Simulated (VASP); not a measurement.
Set up this calculation in VASP 6.6.1, as the native input.

```
Task                   : single point
Functional             : PBEsol
Potentials or basis    : VASP PAW PBE potentials, release 64 (F, Na_pv)
Cutoff                 : 520 eV
k mesh                 : 1 × 1 × 1, shifted
Occupations            : fermi-dirac, width 0.05 eV
Spin                   : no spin polarisation
Dipole correction      : no
Further INCAR settings : LREAL = Auto; ALGO = Normal; EDIFF = 1e-06; NBANDS = 262; ISYM = -1
```

The structure of NaF (a cell with a defect) lies in POSCAR:

```
NaF
1.0
    9.2600000000      0.0000000000      0.0000000000
    0.0000000000      9.2600000000      0.0000000000
    0.0000000000      0.0000000000      9.2600000000
F Na
32 32
Direct
    0.2454640000      0.0027050000      0.0031730000
    0.2444080000      0.0034500000      0.5031560000
    0.2444080000      0.5026880000      0.0039170000
    0.7409290000      0.0027820000      0.0032500000
    0.7409190000      0.0002900000      0.5007570000
    0.7409200000      0.5002880000      0.0007590000
    0.7282940000      0.5017910000      0.5022590000
    0.9948930000      0.2497460000      0.0024630000
    0.9858890000      0.2345260000      0.5027860000
    0.9939140000      0.7535160000      0.0024450000
    0.9952830000      0.7652270000      0.5008150000
    0.4937050000      0.2490800000      0.9954950000
    0.5003940000      0.2423450000      0.5063780000
    0.4923960000      0.7522740000      0.0026390000
    0.4922570000      0.7608780000      0.5036560000
    0.9948930000      0.0019930000      0.2502150000
    0.9939140000      0.0019760000      0.7539840000
    0.9858920000      0.5023170000      0.2349970000
    0.9952820000      0.5003460000      0.7656970000
    0.4937050000      0.9950270000      0.2495470000
    0.4923960000      0.0021710000      0.7527420000
    0.5003920000      0.5059100000      0.2428130000
    0.4922570000      0.5031880000      0.7613450000
    0.2653600000      0.5023440000      0.5028130000
    0.2433960000      0.2504880000      0.2509570000
    0.2431590000      0.2515000000      0.7559830000
    0.2431600000      0.7555140000      0.2519680000
    0.2454220000      0.7517440000      0.7522120000
    0.7480910000      0.2488810000      0.2493480000
    0.7423340000      0.2513940000      0.7521730000
    0.7423350000      0.7517030000      0.2518620000
    0.7415090000      0.7511960000      0.7516640000
    0.3852260000      0.3710400000      0.3715100000
    0.9932670000      0.0013240000      0.0017920000
    0.9889140000      0.9989460000      0.5025820000
    0.9889140000      0.5021140000      0.9994170000
    0.4931580000      0.9959950000      0.9964630000
    0.4947190000      0.9996070000      0.5039190000
    0.4947190000      0.5034510000      0.0000740000
    0.5062850000      0.5342260000      0.5346930000
    0.2405670000      0.2524760000      0.9999240000
    0.2125760000      0.2395590000      0.5247670000
    0.2415540000      0.7538180000      0.9996970000
    0.2361830000      0.7513660000      0.5036130000
    0.7505540000      0.2533380000      0.9963480000
    0.7497720000      0.2573760000      0.5032330000
    0.7448850000      0.7495270000      0.0018380000
    0.7540390000      0.7476250000      0.5018290000
    0.2405670000      0.9994560000      0.2529440000
    0.2415540000      0.9992290000      0.7542850000
    0.2125790000      0.5242980000      0.2400270000
    0.2361830000      0.5031450000      0.7518350000
    0.7505540000      0.9958790000      0.2538060000
    0.7448840000      0.0013690000      0.7499960000
    0.7497740000      0.5027650000      0.2578450000
    0.7540380000      0.5013600000      0.7480930000
    0.9909720000      0.2562730000      0.2567430000
    0.9886850000      0.2564780000      0.7505570000
    0.9886860000      0.7500860000      0.2569470000
    0.9932140000      0.7451940000      0.7456640000
    0.5231410000      0.2200440000      0.2205110000
    0.4948910000      0.2514580000      0.7527500000
    0.4948920000      0.7522820000      0.2519260000
    0.4938200000      0.7566740000      0.7571420000
```

The input as run:

INCAR

```
SYSTEM = NaF
PREC     = Accurate       ! precision mode
ENCUT    = 520            ! plane-wave cutoff, eV
EDIFF    = 1E-6           ! SCF threshold, eV
ISMEAR   = -1             ! smearing method
SIGMA    = 0.05           ! smearing width, eV
LREAL    = Auto         
LASPH    = .TRUE.         ! aspherical terms in the spheres
NELM     = 120            ! most SCF steps
ALGO     = Normal         ! electronic algorithm
ISIF     = 2              ! what is computed and relaxed
LWAVE    = .FALSE.        ! write WAVECAR
LCHARG   = .TRUE.         ! write CHGCAR
GGA      = PS             ! functional
LELF     = .TRUE.         ! ELF
LVHAR    = .TRUE.       
ISYM     = -1           
NBANDS   = 262            ! bands
GGA_COMPAT= .FALSE.
```

KPOINTS

```
explicit points
1
Reciprocal
  0.25000000   0.25000000   0.25000000 1
```

Potentials or basis: VASP PAW PBE potentials, release 64 (F, Na_pv).

Command:

```bash
$ cat potpaw_PBE.64/F/POTCAR potpaw_PBE.64/Na_pv/POTCAR > POTCAR
$ mpirun -np 1 vasp_std > vasp.out
```

Results of the run:

The pressure is 1.7 GPa. The largest force is 0.035 eV/Å and the band gap on the k mesh is 6.40 eV.

Caveat: the PAW data sets were made with another functional, which shifts forces and pressure a little.

Run time: 7.4 min on 1 thread of AMD EPYC 7R43 64-Core Processor (Zen 3) (shared host), peak memory 0.67 GiB.
